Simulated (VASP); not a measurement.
# Au (Pm-3m) in VASP: further runs

Au is run at these levels: LDA; tasks: single point.

Program: VASP 6.6.1. These are calculated values, not measurements. Logs are shortened: lines on timing, memory, paths and dates and some standing lists are left out, and cuts for length are marked.

## (1) The cell of the first run

It takes space group Pm-3m (No. 221, cubic). The conventional cell has a = 2.250 Å, b = 2.250 Å, c = 2.250 Å, α = 90.00°, β = 90.00°, γ = 90.00°. Au (site symmetry m-3m) has 6 Au at 2.25 Å within 3.0 Å.

## (2) Single point, LDA (volume scaled by 0.6)

Contents of INCAR:

```
SYSTEM = Au
  PREC = Accurate
  ENCUT = 520
  EDIFF = 1E-6
  ISMEAR = -1
  SIGMA = 0.05
  LREAL = .False.
  LASPH = .True.
  NELM = 60
  ALGO = Normal
  ISIF = 2
  LWAVE = .False.
  LCHARG = .False.
  GGA = CA
  NBANDS = 12
```

Contents of KPOINTS:

```
regular mesh
0
Gamma
  14 14 14
  0 0 0
```

Contents of POSCAR:

```
Au
1.0
    2.2497704474      0.0000000000      0.0000000000
    0.0000000000      2.2497704474      0.0000000000
    0.0000000000      0.0000000000      2.2497704474
Au
1
Direct
    0.0000000000      0.0000000000      0.0000000000
```

Potentials or basis: VASP PAW LDA potentials, release 64 (Au).

Started as:

```console
> cat potpaw_LDA.64/Au/POTCAR > POTCAR
> mpirun -np 1 vasp_std > vasp.out
```

OUTCAR:

```text
SYSTEM = Au
   PREC = Accurate
   ENCUT = 520
   EDIFF = 1E-6
   ISMEAR = -1
   LREAL = .False.
   LASPH = .True.
   NELM = 60
   ISIF = 2
   GGA = CA

 ion  position               nearest neighbor table
   1  0.000  0.000  0.000-

  LATTYP: Found a simple cubic cell.
 ALAT       =     2.2497704474

  Lattice vectors:

 A1 = (   2.2497704474,   0.0000000000,   0.0000000000)
 A2 = (   0.0000000000,   2.2497704474,   0.0000000000)
 A3 = (   0.0000000000,   0.0000000000,   2.2497704474)

Analysis of symmetry for initial positions (statically):
=====================================================================
 Subroutine PRICEL returns:
 Original cell was already a primitive cell.

 Routine SETGRP: Setting up the symmetry group for a
 simple cubic supercell.

 Subroutine GETGRP returns: Found 48 space group operations
 (whereof 48 operations were pure point group operations)
 out of a pool of 48 trial point group operations.

The static configuration has the point symmetry O_h .

Analysis of symmetry for dynamics (positions and initial velocities):
=====================================================================
 Subroutine PRICEL returns:
 Original cell was already a primitive cell.

 Routine SETGRP: Setting up the symmetry group for a
 simple cubic supercell.

 Subroutine GETGRP returns: Found 48 space group operations
 (whereof 48 operations were pure point group operations)
 out of a pool of 48 trial point group operations.

The dynamic configuration has the point symmetry O_h .

 Subroutine INISYM returns: Found 48 space group operations
 (whereof 48 operations are pure point group operations),
 and found     1 'primitive' translations

----------------------------------------------------------------------------------------

                                     Primitive cell

  volume of cell :      11.3871

  direct lattice vectors                    reciprocal lattice vectors
     2.249770447  0.000000000  0.000000000     0.444489793  0.000000000  0.000000000
     0.000000000  2.249770447  0.000000000     0.000000000  0.444489793  0.000000000
     0.000000000  0.000000000  2.249770447     0.000000000  0.000000000  0.444489793

  length of vectors
     2.249770447  2.249770447  2.249770447     0.444489793  0.444489793  0.444489793

  position of ions in fractional coordinates (direct lattice)
     0.000000000  0.000000000  0.000000000

  ion indices of the primitive-cell ions
   primitive index   ion index
                 1           1

----------------------------------------------------------------------------------------

 KPOINTS: regular mesh

Automatic generation of k-mesh.
 Grid dimensions read from file:
 generate k-points for:   14   14   14

 Generating k-lattice:

  Cartesian coordinates                     Fractional coordinates (reciprocal lattice)
     0.031749271  0.000000000  0.000000000     0.071428571  0.000000000  0.000000000
     0.000000000  0.031749271  0.000000000     0.000000000  0.071428571  0.000000000
     0.000000000  0.000000000  0.031749271     0.000000000  0.000000000  0.071428571

  Length of vectors
     0.031749271  0.031749271  0.031749271

  Shift w.r.t. Gamma in fractional coordinates (k-lattice)
     0.000000000  0.000000000  0.000000000

 Subroutine IBZKPT returns following result:
 ===========================================

 Found    120 irreducible k-points:

 Following reciprocal coordinates:
            Coordinates               Weight
  0.000000  0.000000  0.000000      1.000000
  0.071429  0.000000  0.000000      6.000000
  0.142857  0.000000  0.000000      6.000000
  0.214286  0.000000  0.000000      6.000000
  0.285714  0.000000  0.000000      6.000000
  0.357143  0.000000  0.000000      6.000000
[... 16 lines left out ...]
  0.285714  0.214286  0.000000     24.000000
  0.357143  0.214286  0.000000     24.000000
 [... further k-points ...]
   k-points           NKPTS =    120   k-points in BZ     NKDIM =    120   number of bands    NBANDS=     12
   number of dos      NEDOS =    301   number of ions     NIONS =      1
   total plane-waves  NPLWV =   5832
   dimension x,y,z NGX =    18 NGY =   18 NGZ =   18
   dimension x,y,z NGXF=    36 NGYF=   36 NGZF=   36
   ions per type =               1
   NGX,Y,Z   is equivalent  to a cutoff of  13.30, 13.30, 13.30 a.u.
   NGXF,Y,Z  is equivalent  to a cutoff of  26.60, 26.60, 26.60 a.u.
 SYSTEM =  Au
   PREC   = accura    normal or accurate (medium, high low for compatibility)
   ISTART =      0    job   : 0-new  1-cont  2-samecut
   ICHARG =      2    charge: 1-file 2-atom 10-const
   ISPIN  =      1    spin polarized calculation?
   LNONCOLLINEAR =      F non collinear calculations
   LSORBIT =      F    spin-orbit coupling
   LASPH  =      T    aspherical Exc in radial PAW
   ENCUT  =  520.0 eV  38.22 Ry    6.18 a.u.   4.18  4.18  4.18*2*pi/ulx,y,z
   NELM   =     60;   NELMIN=  2; NELMDL= -5     # of ELM steps
   EDIFF  = 0.1E-05   stopping-criterion for ELM
   LREAL  =      F    real-space projection
   EDIFFG = 0.1E-04   stopping-criterion for IOM
   NSW    =      0    number of steps for IOM
   IBRION =     -1    ionic relax: 0-MD 1-quasi-New 2-CG
   NFREE  =      0    steps in history (QN), initial steepest desc. (CG)
   ISIF   =      2    stress and relaxation
   ISYM   =      2    0-nonsym 1-usesym 2-fastsym
   POTIM  = 0.5000    time-step for ionic-motion
   TEBEG  =    0.0;   TEEND  =   0.0 temperature during run
   PSTRESS=    0.0 pullay stress
   NELECT =      11.0000    total number of electrons
   NUPDOWN=      -1.0000    fix difference up-down
   EMIN   =  10.00;   EMAX   =-10.00  energy-range for DOS
   EFERMI =   0.00;   METHOD = LEGACY
   ISMEAR =    -1;   SIGMA  =   0.05  broadening in eV -4-tet -1-fermi 0-gaus
   EFERMI_NEDOS =   21; number of points for ismear=-14 and -15
   IALGO  =     38    algorithm
   IMIX   =      4    mixing-type and parameters
     AMIX     =   0.40;   BMIX     =  1.00
     AMIX_MAG =   1.60;   BMIX_MAG =  1.00
  volume/ion in A,a.u.               =      11.39        76.84
  Fermi-wavevector in a.u.,A,eV,Ry     =   1.618332  3.058203 35.633620  2.618997
  Thomas-Fermi vector in A             =   2.712612
   LORBIT       =      0    0 simple, 1 ext, 2 COOP (PROOUT), +10 PAW based schemes
   GGA     = CA    functional components
   LHFCALC =     F    Hartree Fock is set to
   AEXX    =    0.0000 exact exchange contribution
   IVDW    =     0    specifies the selected vdW correction
   LEPSILON=     F    determine dielectric tensor
   LRPA    =     F    only Hartree local field effects (RPA)
 non-spin polarized calculation
  energy-cutoff  :      520.00
  volume of cell :       11.39
 maximum number of plane-waves:       320
 NGX is ok and might be reduce to    18
   NGX =  9   NGY =  9   NGZ =  9

 number of electron      11.0000003 magnetization

 Free energy of the ion-electron system (eV)
  ---------------------------------------------------
  ext. energy  EPLUGINS =         0.00000000
  ---------------------------------------------------
  free energy    TOTEN  =         0.12877263 eV

  energy without entropy =        0.13078985  energy(sigma->0) =        0.12978124

 E-fermi :  17.9713     XC(G=0): -15.2947

 val. band max:       17.8664373797   @ k =   0.4286   0.4286   0.2857
 cond. band min:      17.9963277835   @ k =   0.4286   0.4286   0.3571
 fundamental gap:      0.1298904038
 Fermi energy:        17.9712921460

 k-point     1 :       0.0000    0.0000    0.0000
  band No.  band energies     occupation
      1       3.1068      2.00000
      2       5.4116      2.00000
      3       5.4116      2.00000
      4      16.2309      2.00000
      5      16.2309      2.00000
      6      16.2309      2.00000
      7      34.2369      0.00000
      8      34.2369      0.00000
      9      34.2369      0.00000
     10      42.9003      0.00000
     11      45.7018      0.00000
     12      45.7018      0.00000

 k-point     2 :       0.0714    0.0000    0.0000
  band No.  band energies     occupation
      1       3.3240      2.00000
      2       5.4587      2.00000
      3       5.6619      2.00000
      4      15.9535      2.00000
      5      15.9535      2.00000
      6      16.2518      2.00000
      7      33.0312      0.00000
      8      34.6632      0.00000
      9      34.6632      0.00000
     10      43.1802      0.00000
     11      43.7033      0.00000
     12      46.4560      0.00000

 k-point     3 :       0.1429    0.0000    0.0000
  band No.  band energies     occupation
      1       3.8665      2.00000
      2       5.5926      2.00000
      3       6.4738      2.00000
      4      15.2332      2.00000
      5      15.2332      2.00000
      6      16.3107      2.00000
      7      30.6221      0.00000
      8      35.8022      0.00000
      9      35.8022      0.00000
     10      40.2601      0.00000
     11      44.3513      0.00000
     12      48.7082      0.00000
[... 286 lines left out ...]
 k-point    23 :       0.2857    0.2143    0.0000
  band No.  band energies     occupation
      1       6.1067      2.00000
      2       7.9764      2.00000
      3       9.7818      2.00000
      4      12.7440      2.00000
      5      13.6381      2.00000
      6      14.7271      2.00000
      7      28.1206      0.00000
      8      32.0333      0.00000
      9      37.5200      0.00000
     10      42.5459      0.00000
     11      46.7979      0.00000
     12      48.6489      0.00000

 k-point    24 :       0.3571    0.2143    0.0000
  band No.  band energies     occupation
      1       6.4943      2.00000
      2       7.9933      2.00000
      3       9.9585      2.00000
      4      12.9341      2.00000
      5      14.5241      2.00000
      6      14.8369      2.00000
      7      26.0245      0.00000
      8      33.3335      0.00000
      9      36.5005      0.00000
     10      43.3317      0.00000
     11      44.1036      0.00000
     12      49.5372      0.00000

 [... further k-points ...]
[... 5 lines left out ...]
  --------------------------------------------------------------------------------------
  -------------------------------------------------------------------------------------
  Total       21.7534328     21.7534328     21.7534328      0.0000000      0.0000000      0.0000000
  in kB     3060.7211142   3060.7211142   3060.7211142      0.0000000      0.0000000      0.0000000
  external PRESSURE =    3060.7211142 kB  Pullay stress =       0.0000000 kB

 VOLUME and BASIS-vectors are now :
 -----------------------------------------------------------------------------
  energy-cutoff  :      520.00
  volume of cell :       11.39
      direct lattice vectors                 reciprocal lattice vectors
     2.249770447  0.000000000  0.000000000     0.444489793  0.000000000  0.000000000
     0.000000000  2.249770447  0.000000000     0.000000000  0.444489793  0.000000000
     0.000000000  0.000000000  2.249770447     0.000000000  0.000000000  0.444489793

 POSITION                                       TOTAL-FORCE (eV/Angst)
 -----------------------------------------------------------------------------------
      0.00000      0.00000      0.00000         0.000000      0.000000      0.000000
 -----------------------------------------------------------------------------------
    total drift:                               -0.000000      0.000000      0.000000

  FREE ENERGIE OF THE ION-ELECTRON SYSTEM (eV)
  ---------------------------------------------------
  free  energy   TOTEN  =         0.1287726255 eV

  energy  without entropy=        0.1307898491  energy(sigma->0) =        0.12978124
```

It took 4.9 s on 1 thread of Intel Xeon 6975P-C (Granite Rapids), shared host; peak memory 0.13 GiB.

What came out:

```yaml
Free_energy: 0.1288 eV
Pressure: 306.1 GPa
```

Caveat: spin-orbit coupling is left out, which moves the levels of the heavy elements.

## (3) Single point, LDA (volume scaled by 0.68)

Contents of INCAR:

```
SYSTEM = Au
PREC = Accurate ; ENCUT = 520
EDIFF = 1E-7 ; ISMEAR = -1
SIGMA = 0.05 ; LREAL = .False.
LASPH = .True. ; NELM = 80
ALGO = Normal ; ISIF = 2
LWAVE = .False. ; LCHARG = .False.
NBANDS = 12
```

KPOINTS is that of step 2.

Contents of POSCAR:

```
Au
1.0
    2.3456187709      0.0000000000      0.0000000000
    0.0000000000      2.3456187709      0.0000000000
    0.0000000000      0.0000000000      2.3456187709
Au
1
Direct
    0.0000000000      0.0000000000      0.0000000000
```

Potentials or basis: VASP PAW LDA potentials, release 64 (Au).

Started as:

```console
> cat potpaw_LDA.64/Au/POTCAR > POTCAR
> mpirun -np 1 vasp_std > vasp.out
```

OUTCAR:

```text
SYSTEM = Au
   PREC = Accurate
   ENCUT = 520
   EDIFF = 1E-7
   ISMEAR = -1
   LREAL = .False.
   LASPH = .True.
   NELM = 80
   ISIF = 2

 ion  position               nearest neighbor table
   1  0.000  0.000  0.000-

  LATTYP: Found a simple cubic cell.
 ALAT       =     2.3456187709

  Lattice vectors:

 A1 = (   2.3456187709,   0.0000000000,   0.0000000000)
 A2 = (   0.0000000000,   2.3456187709,   0.0000000000)
 A3 = (   0.0000000000,   0.0000000000,   2.3456187709)

Analysis of symmetry for initial positions (statically):
[... 529 lines left out ...]
      5      11.8213      2.00000
      6      12.0143      2.00000
      7      22.3678      0.00000
      8      29.5312      0.00000
      9      33.2924      0.00000
     10      38.7057      0.00000
     11      39.5515      0.00000
     12      45.1681      0.00000

 [... further k-points ...]
[... 5 lines left out ...]
  --------------------------------------------------------------------------------------
  -------------------------------------------------------------------------------------
  Total       13.4236840     13.4236840     13.4236840      0.0000000      0.0000000      0.0000000
  in kB     1666.5180268   1666.5180268   1666.5180268      0.0000000      0.0000000      0.0000000
  external PRESSURE =    1666.5180268 kB  Pullay stress =       0.0000000 kB

 VOLUME and BASIS-vectors are now :
 -----------------------------------------------------------------------------
  energy-cutoff  :      520.00
  volume of cell :       12.91
      direct lattice vectors                 reciprocal lattice vectors
     2.345618771  0.000000000  0.000000000     0.426326738  0.000000000  0.000000000
     0.000000000  2.345618771  0.000000000     0.000000000  0.426326738  0.000000000
     0.000000000  0.000000000  2.345618771     0.000000000  0.000000000  0.426326738

 POSITION                                       TOTAL-FORCE (eV/Angst)
 -----------------------------------------------------------------------------------
      0.00000      0.00000      0.00000         0.000000      0.000000      0.000000
 -----------------------------------------------------------------------------------
    total drift:                                0.000000      0.000000      0.000000

  FREE ENERGIE OF THE ION-ELECTRON SYSTEM (eV)
  ---------------------------------------------------
  free  energy   TOTEN  =        -2.0486415320 eV

  energy  without entropy=       -2.0455639908  energy(sigma->0) =       -2.04710276
```

OSZICAR:

```text
N       E                     dE             d eps       ncg     rms          rms(c)
DAV:   1     0.549165197700E+02    0.54917E+02   -0.59320E+03  2940   0.856E+02
DAV:   2    -0.158651203254E+01   -0.56503E+02   -0.54428E+02  3508   0.209E+02
DAV:   3    -0.241297811893E+01   -0.82647E+00   -0.82471E+00  3272   0.233E+01
DAV:   4    -0.241564763065E+01   -0.26695E-02   -0.26694E-02  3360   0.152E+00
DAV:   5    -0.241566340728E+01   -0.15777E-04   -0.15778E-04  3364   0.107E-01    0.255E+01
DAV:   6    -0.212597688724E+01    0.28969E+00   -0.39804E-01  3108   0.543E+00    0.154E+01
DAV:   7    -0.205427226821E+01    0.71705E-01   -0.12606E-01  3304   0.301E+00    0.283E+00
DAV:   8    -0.204863949244E+01    0.56328E-02   -0.16174E-02  3104   0.121E+00    0.314E-01
DAV:   9    -0.204863784689E+01    0.16456E-05   -0.89811E-05  3384   0.872E-02    0.565E-02
DAV:  10    -0.204864152724E+01   -0.36804E-05   -0.30561E-06  3360   0.138E-02    0.383E-03
DAV:  11    -0.204864153197E+01   -0.47304E-08   -0.74358E-08  3116   0.202E-03
   1 F= -.20486415E+01 E0= -.20471028E+01  d E =-.307754E-02
```

stdout:

```text
POSCAR found type information on POSCAR Au
 POSCAR found :  1 types and       1 ions
 scaLAPACK will be used
 LDA part: xc-table for (Slater(with rela. corr.)+CA(PZ))
 , standard interpolation
 POSCAR, INCAR and KPOINTS ok, starting setup
 FFT: planning ... GRIDC
 FFT: planning ... GRID_SOFT
 FFT: planning ... GRID
 WAVECAR not read
 entering main loop
```

Wall time 5.2 s (1 thread of Intel Xeon 6975P-C (Granite Rapids), shared host); peak memory 0.13 GiB.

What came out:

```yaml
Free_energy: -2.0486 eV
Pressure: 166.7 GPa
```

Caveat: spin-orbit coupling is left out, which moves the levels of the heavy elements.

## (4) Single point, LDA (volume scaled by 0.68)

Contents of INCAR:

```
ALGO = Normal ; EDIFF = 1E-6
ENCUT = 520 ; GGA = CA
ISIF = 2 ; ISMEAR = -1
LASPH = True ; LCHARG = False
LREAL = False ; LWAVE = False
NBANDS = 12 ; NELM = 80
PREC = Accurate ; SIGMA = 0.05
```

Contents of KPOINTS:

```
k-points
0
Gamma
  14 14 14
```

POSCAR is that of step 3.

Started as:

```console
> cat potpaw_LDA.64/Au/POTCAR > POTCAR
> mpirun -np 1 vasp_std > vasp.out
```

Run time: 5 s. Hardware: 1 thread of Intel Xeon 6975P-C (Granite Rapids), shared host; peak memory 0.12 GiB.

The run converged. Its results:

| Quantity | Value |
| --- | --- |
| Free energy | -2.0486 eV |
| Pressure | 166.7 GPa |

Levels at points of the mesh, in eV from the Fermi level:
| k point | band 3 | band 4 | band 5 | band 6 | band 7 | band 8 | band 9 | band 10 |
| --- | --- | --- | --- | --- | --- | --- | --- | --- |
| (0.00, 0.00, 0.00) | -10.52 | -1.55 | -1.55 | -1.55 | 15.99 | 15.99 | 15.99 | 23.73 |
| (0.50, 0.00, 0.00) | -4.93 | -4.93 | -3.16 | -1.21 | 4.71 | 15.68 | 20.47 | 23.25 |
| (0.50, 0.50, 0.00) | -4.30 | -4.30 | 0.90 | 3.45 | 3.45 | 12.23 | 14.35 | 22.28 |
| (0.50, 0.50, 0.50) | -9.40 | 1.14 | 1.14 | 7.86 | 11.17 | 11.17 | 11.17 | 22.21 |

Caveat: spin-orbit coupling is left out, which moves the levels of the heavy elements.

(Part 1 of 2 ends here.)
